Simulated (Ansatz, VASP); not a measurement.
**Two plane-wave programs on Hf2N**

The input POSCAR:

```
Hf2N
1.0
    5.3131240200      0.0000000000      0.0000000000
    0.0000000000      5.3131240200      0.0000000000
    0.0000000000      0.0000000000      3.2420983900
Hf N
4 2
Direct
    0.2955363700      0.2955363700      0.0000000000
    0.7044636300      0.7044636300      0.0000000000
    0.7955363700      0.2044636300      0.5000000000
    0.2044636300      0.7955363700      0.5000000000
    0.0000000000      0.0000000000      0.0000000000
    0.5000000000      0.5000000000      0.5000000000
```

Contents of INCAR.step1:

```
SYSTEM = Hf2N
PREC = Accurate
ENCUT = 520
ISMEAR = 0
SIGMA = 0.4
LREAL = .False.
LASPH = .True.
NELM = 100
NBANDS = 34
GGA = PE
ALGO = Normal
EDIFF = 1E-4
LWAVE = .True.
LCHARG = .False.
```

File INCAR.step2:

```
SYSTEM = Hf2N
PREC = Accurate
ENCUT = 520
EDIFF = 1E-7
ISMEAR = 0
SIGMA = 0.4
LREAL = .False.
LASPH = .True.
NELM = 100
ALGO = Normal
ISIF = 2
LWAVE = .False.
LCHARG = .True.
METAGGA = R2SCAN
LMIXTAU = .True.
LELF = .True.
LVHAR = .True.
NBANDS = 34
ISTART = 1
```

The input KPOINTS:

```
Automatic mesh
0
Gamma
  4 4 6
  0 0 0
```

Input for Ansatz:

```yaml
crystal:
  lattice:
    - [5.31312402, 0.0, 0.0]
    - [0.0, 5.31312402, 0.0]
    - [0.0, 0.0, 3.24209839]
  atoms:
    - { symbol: Hf, position: [0.29553637, 0.29553637, 0.0] }
    - { symbol: Hf, position: [0.70446363, 0.70446363, 0.0] }
    - { symbol: Hf, position: [0.79553637, 0.20446363, 0.5] }
    - { symbol: Hf, position: [0.20446363, 0.79553637, 0.5] }
    - { symbol: "N", position: [0.0, 0.0, 0.0] }
    - { symbol: "N", position: [0.5, 0.5, 0.5] }
basis:
  ecutwfc: 500
kpoints:
  mp_grid: { grid: [4, 4, 6] }
hamiltonian:
  xc: r2scan
scf:
  occupations: { method: gaussian, width: 0.4 }
output:
  forces: true
  stress: true
  eigenvalues: true
```

Alike in both runs: task single point; functional r2SCAN; k mesh 4 × 4 × 6; occupations gaussian, width 0.4 eV; no spin polarisation.

|  | VASP | Ansatz |
| --- | --- | --- |
| version | VASP 6.6.1 | Ansatz 0.2.0 |
| potentials or method | VASP PAW PBE potentials, release 64 (Hf_pv, N), cutoff 520 eV | scalar-relativistic, plane waves, PAW |
| valence electrons in the cell | 50 | 114 |

VASP gave:

| Item | Value |
| --- | --- |
| gap on the k mesh at the Fermi level (eV) | none |
| pressure (GPa) | 0.1 |
| traceless stress, the component that is largest in VASP (GPa) | -0.17 |
| rms of the force components (eV/Å) | 0.009 |

Q: Which values does Ansatz return?

A: gap on the k mesh at the Fermi level (eV): none; pressure (GPa): 1.6; traceless stress, the component that is largest in VASP (GPa): -0.05; rms of the force components (eV/Å): 0.016.

VASP's potentials were made for PBE, not for r2SCAN. Atom by atom the forces differ by 0.007 eV/Å (rms over components). A gap of «none» marks a metal or a gap that the smearing closes. With one functional, cell and mesh, what is left measures potentials, basis and numerics. VASP's potentials hold 50 valence electrons a cell and Ansatz's 114, so a difference there can come from the potentials and not from the codes.

Neither program's run includes spin-orbit coupling.
